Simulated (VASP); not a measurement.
InP, 2 atoms in the cell. Symmetry: F-43m, No. 216, cubic system. Conventional cell: a = 5.957 Å, b = 5.957 Å, c = 5.957 Å, α = 90.00°, β = 90.00°, γ = 90.00°. Within 3.4 Å of In (site symmetry -43m) lie 4 P at 2.58 Å. P (site symmetry -43m) has 4 In at 2.58 Å within 3.4 Å.  This cell differs from its parent crystal: volume scaled by 1.05.

| Item | Value |
| --- | --- |
| Program | VASP 6.6.1 |
| Task | single point |
| Functional | PBE |
| Potentials or basis | VASP PAW PBE potentials, release 64 (In_d, P) |
| Cutoff | 520 eV |
| k mesh | 11 × 11 × 11 |
| Occupations | fermi-dirac, width 0.03 eV |
| Spin | no spin polarisation |
| Dipole correction | no |
| Further INCAR settings | ALGO = Normal; EDIFF = 1e-07; NBANDS = 16 |

Potentials or basis: VASP PAW PBE potentials, release 64 (In_d, P).

Launch:

```sh
$ cat potpaw_PBE.64/In_d/POTCAR potpaw_PBE.64/P/POTCAR > POTCAR
$ mpirun -np 1 vasp_std > vasp.out
```

Hardware: 1 thread of Intel(R) Xeon(R) Platinum 8259CL CPU @ 2.50GHz (Skylake/Cascade Lake), with other jobs on the host.

Estimate the wall time of this run.

Wall time 40 s on 1 thread of Intel(R) Xeon(R) Platinum 8259CL CPU @ 2.50GHz (Skylake/Cascade Lake) (shared host), peak memory 0.2 GiB. Counts: scf iterations 15, k points 56.
